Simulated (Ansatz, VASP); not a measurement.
**BaTiO3: VASP beside Ansatz**

INCAR

```
SYSTEM = BaTiO3
PREC     = Accurate       ! precision mode
ENCUT    = 520            ! plane-wave cutoff, eV
EDIFF    = 1E-6           ! SCF threshold, eV
ISMEAR   = 0              ! smearing method
SIGMA    = 0.05           ! smearing width, eV
LREAL    = Auto         
LASPH    = .TRUE.         ! aspherical terms in the spheres
NELM     = 150            ! most SCF steps
ALGO     = Normal         ! electronic algorithm
ISIF     = 2              ! what is computed and relaxed
LWAVE    = .FALSE.        ! write WAVECAR
LCHARG   = .FALSE.        ! write CHGCAR
LMAXMIX  = 4              ! l up to which the mixer works
LDAU     = .TRUE.         ! DFT+U
LDAUTYPE = 2            
LDAUL    = -1 2 -1        ! shell
LDAUU    = 0 4 0          ! U, eV
LDAUJ    = 0 0 0        
LDAUPRINT= 1            
GGA      = PE             ! functional
NBANDS   = 73             ! bands
```

KPOINTS

```
Automatic mesh
0
G
  7 7 3
  0 0 0
```

Contents of POSCAR:

```
BaTiO3
1.0
    0.0000000000     -4.0288719406      0.0000000000
    0.0000000000      0.0000000000     -4.0288719406
   12.3366158219      0.0000000000      0.0000000000
Ba Ti O
3 3 9
Direct
    0.5000000000      0.5000000000      0.0816282647
    0.5000000000      0.5000000000      0.4082066391
    0.5000000000      0.5000000000      0.7347850135
    0.0000000000      1.0000000000      0.8980742007
    0.0000000000      1.0000000000      0.2449174519
    0.0000000000      1.0000000000      0.5714958263
    1.0000000000      0.0000000000      0.0816282647
    1.0000000000      0.0000000000      0.4082066391
    1.0000000000      0.0000000000      0.7347850135
    0.5000000000      0.0000000000      0.2449174519
    0.5000000000      0.0000000000      0.5714958263
    0.5000000000      0.0000000000      0.8980742007
    0.0000000000      0.5000000000      0.2449174519
    0.0000000000      0.5000000000      0.5714958263
    0.0000000000      0.5000000000      0.8980742007
```

Input for Ansatz:

```yaml
crystal:
  lattice:
    - [0.0, -4.0288719392, 0.0]
    - [0.0, 0.0, -4.0288719392]
    - [12.3366158175, 0.0, 0.0]
  atoms:
    - { symbol: Ba, position: [0.5, 0.5, 0.0816282647] }
    - { symbol: Ba, position: [0.5, 0.5, 0.4082066391] }
    - { symbol: Ba, position: [0.5, 0.5, 0.7347850135] }
    - { symbol: Ti, position: [1.0, 1.0, 0.8980742007] }
    - { symbol: Ti, position: [1.0, 1.0, 0.2449174519] }
    - { symbol: Ti, position: [1.0, 1.0, 0.5714958263] }
    - { symbol: O, position: [1.0, 0.0, 0.0816282647] }
    - { symbol: O, position: [1.0, 0.0, 0.4082066391] }
    - { symbol: O, position: [1.0, 0.0, 0.7347850135] }
    - { symbol: O, position: [0.5, 1.0, 0.2449174519] }
    - { symbol: O, position: [0.5, 1.0, 0.5714958263] }
    - { symbol: O, position: [0.5, 1.0, 0.8980742007] }
    - { symbol: O, position: [0.0, 0.5, 0.2449174519] }
    - { symbol: O, position: [0.0, 0.5, 0.5714958263] }
    - { symbol: O, position: [0.0, 0.5, 0.8980742007] }
basis:
  ecutwfc: 420
kpoints:
  mp_grid: { grid: [7, 7, 3] }
hamiltonian:
  xc: pbe
  hubbard: { sites: [{ species: Ti, l: d, u_eff: 4.0 }] }
scf:
  occupations: { method: gaussian, width: 0.05 }
output:
  forces: true
  stress: true
  eigenvalues: true
```

Alike in both runs: task single point; functional PBE; k mesh 7 × 7 × 3; occupations gaussian, width 0.05 eV; no spin polarisation; Hubbard terms Ti d U = 4.0 eV.

```csv
,VASP,Ansatz
version,VASP 6.6.1,Ansatz 0.2.0
potentials or method,"VASP PAW PBE potentials, release 64 (Ba_sv, Ti_sv, O), cutoff 520 eV","scalar-relativistic, plane waves, PAW"
valence electrons in the cell,120,120
```

Ansatz gave:

| Quantity | Value |
| --- | --- |
| gap on the k mesh at the Fermi level (eV) | 2.09 |
| least direct gap on the mesh (eV) | 2.24 |
| pressure (GPa) | -2.4 |
| traceless stress, the component that is largest in VASP (GPa) | -1.38 |
| rms of the force components (eV/Å) | 0.189 |

Which values does VASP return?

gap on the k mesh at the Fermi level (eV): 2.11; least direct gap on the mesh (eV): 2.28; pressure (GPa): 0.9; traceless stress, the component that is largest in VASP (GPa): -1.60; rms of the force components (eV/Å): 0.214.

The programs project onto different local orbitals, so the same U acts differently, and such runs can settle in different states. Atom by atom the forces differ by 0.049 eV/Å (rms over components).

Spin-orbit coupling is off throughout.
